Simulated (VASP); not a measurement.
Crystal: HfHF3.

```
Hf H F
1.0
     4.27007    0.00000    0.00000
     0.00000    4.27007    0.00000
     0.00000    0.00000    3.33537
Hf H F
1 1 3
Direct
  0.00000 0.00000 0.72628
  0.50000 0.50000 0.45582
  0.00000 0.50000 0.70778
  0.50000 0.00000 0.70778
  0.50000 0.50000 0.17494
```

The cell was built from a structure type or drawn by symmetry, and may not be a known phase.

```yaml
Program: VASP 6.6.1
Task: relaxation of cell and atoms
Functional: PBE
Potentials_or_basis: VASP PAW PBE potentials, release 64 (Hf_pv, H, F)
Cutoff: 600 eV
k_mesh: 4 × 4 × 6
Occupations: gaussian, width 0.1 eV
Spin: no spin polarisation
```

At the start: pressure -1.9 GPa; volume 12.16 Å³/atom.

**Question.** How do energy, volume and symmetry change on relaxing?

**Answer.** Over 25 steps the energy falls by 16.7 meV/atom and the volume is 11.23 Å³/atom (-7.7 %); space group P4mm (No. 99, to 0.1 Å) before and after.

Step by step:
```tsv
step	energy change (eV)	largest force (eV/Å)	pressure (GPa)	volume (Å³)
1	0.0000	0.3248	-1.87	60.82
2	-0.0062	0.8380	-1.18	59.58
3	-0.0081	0.4841	-1.44	59.98
4	-0.0152	0.2793	-0.59	59.36
5	-0.0206	0.1761	0.97	58.31
6	-0.0274	0.2413	0.94	58.09
7	-0.0476	0.4535	0.91	57.41
8	-0.0688	0.9508	1.44	56.02
9	-0.0739	0.6153	1.10	55.92
10	-0.0765	0.1061	0.56	55.73
11	-0.0766	0.1566	0.62	55.75
12	-0.0769	0.1435	0.55	55.80
13	-0.0778	0.1043	0.37	55.93
14	-0.0788	0.1313	0.00	56.20
15	-0.0789	0.1590	-0.17	56.33
16	-0.0793	0.1363	-0.09	56.37
17	-0.0793	0.1709	-0.07	56.38
18	-0.0797	0.1498	-0.11	56.40
19	-0.0807	0.0863	-0.21	56.44
20	-0.0811	0.1141	-0.42	56.54
21	-0.0815	0.1118	-0.27	56.49
22	-0.0816	0.1372	-0.15	56.46
23	-0.0823	0.0929	-0.14	56.39
24	-0.0829	0.1271	-0.11	56.24
25	-0.0834	0.0299	0.05	56.15
```

Final structure:
```cif
data_structure
_symmetry_space_group_name_H-M 'P 1'
_symmetry_Int_Tables_number 1
_cell_length_a 4.2788
_cell_length_b 4.2788
_cell_length_c 3.0671
_cell_angle_alpha 90.000
_cell_angle_beta 90.000
_cell_angle_gamma 90.000
_cell_volume 56.15
loop_
_atom_site_label
_atom_site_type_symbol
_atom_site_fract_x
_atom_site_fract_y
_atom_site_fract_z
_atom_site_occupancy
Hf1 Hf 0.00000 0.00000 0.70845 1
H1 H 0.50000 0.50000 0.48950 1
F1 F 0.00000 0.50000 0.69661 1
F2 F 0.50000 0.00000 0.69661 1
F3 F 0.50000 0.50000 0.18143 1
```

Caveat: the k points lie up to 0.37 Å⁻¹ apart in the final cell, too coarse for converged energies and pressures of a metal.
